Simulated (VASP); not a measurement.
A run of VASP 6.6.1 is set up as follows.

File INCAR:

```
PREC     = Accurate       # precision mode
ENCUT    = 600            # plane-wave cutoff, eV
EDIFF    = 1E-6           # SCF threshold, eV
ISMEAR   = -1             # smearing method
SIGMA    = 0.02           # smearing width, eV
LREAL    = F              # projectors in reciprocal space
LASPH    = T              # aspherical terms in the spheres
NELM     = 60             # most SCF steps
ALGO     = Normal         # electronic algorithm
ISIF     = 3              # what is computed and relaxed
LWAVE    = F              # write WAVECAR
LCHARG   = F              # write CHGCAR
GGA      = CA             # functional
IBRION   = 2              # ionic algorithm
NSW      = 80             # ionic steps
EDIFFG   = -0.005         # ionic threshold
```

KPOINTS

```
regular mesh
0
Gamma
  8 8 8
```

The input POSCAR:

```
ZnSe
1.0
    0.0000000000      2.8659201947      2.8659201947
    2.8659201947      0.0000000000      2.8659201947
    2.8659201947      2.8659201947      0.0000000000
Zn Se
1 1
Direct
    0.0000000000      0.0000000000      0.0000000000
    0.2500000000      0.2500000000      0.2500000000
```

Potentials or basis: VASP PAW LDA potentials, release 64 (Zn, Se).

The run is started by

```sh
$ cat potpaw_LDA.64/Zn/POTCAR potpaw_LDA.64/Se/POTCAR > POTCAR
$ mpirun -np 1 vasp_std > vasp.out
```

(1) Predict the band gap on the k mesh.

(2) Estimate the relaxed volume.

(3) Predict the relaxed cell.

(4) What does it give for the space group after relaxing (to 0.05 Å)?

Results:

(1) 1.27 eV, direct.

(2) 21.66 Å³/atom.

(3) a = 3.942 Å, b = 3.942 Å, c = 3.942 Å, α = 60.00°, β = 60.00°, γ = 60.00°.

(4) F-43m (No. 216).
